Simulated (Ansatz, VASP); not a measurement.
# Rb in VASP and in Ansatz

```
CELL_PARAMETERS angstrom
4.65591 -0.04400 0.00000
-1.90910 4.24674 0.00000
-1.37341 -2.10137 3.92141
ATOMIC_POSITIONS crystal
Rb 0.00000 0.00000 0.00000
```

Alike in both runs: functional LDA; k mesh 5 × 5 × 5; no spin polarisation.

Ansatz relaxed the structure, and its values are those at the end. VASP's run is a single point on that final structure, the one shown.

|  | VASP | Ansatz |
| --- | --- | --- |
| version | VASP 6.6.1 | Ansatz 0.2.0 |
| potentials or method | VASP PAW LDA potentials, release 64 (Rb_sv), cutoff 520 eV | plane waves, PAW |
| occupations | gaussian, width 0.1 eV | gaussian |
| valence electrons in the cell | 9 | 9 |

|  | VASP | Ansatz | Ansatz less VASP |
| --- | --- | --- | --- |
| pressure (GPa) | 0.0 | 0.0 | 0.00 |

LDA's correlation is that of Perdew and Zunger in VASP and of Perdew and Wang (1992) in Ansatz. Ansatz's warnings: stress scf threshold loose.
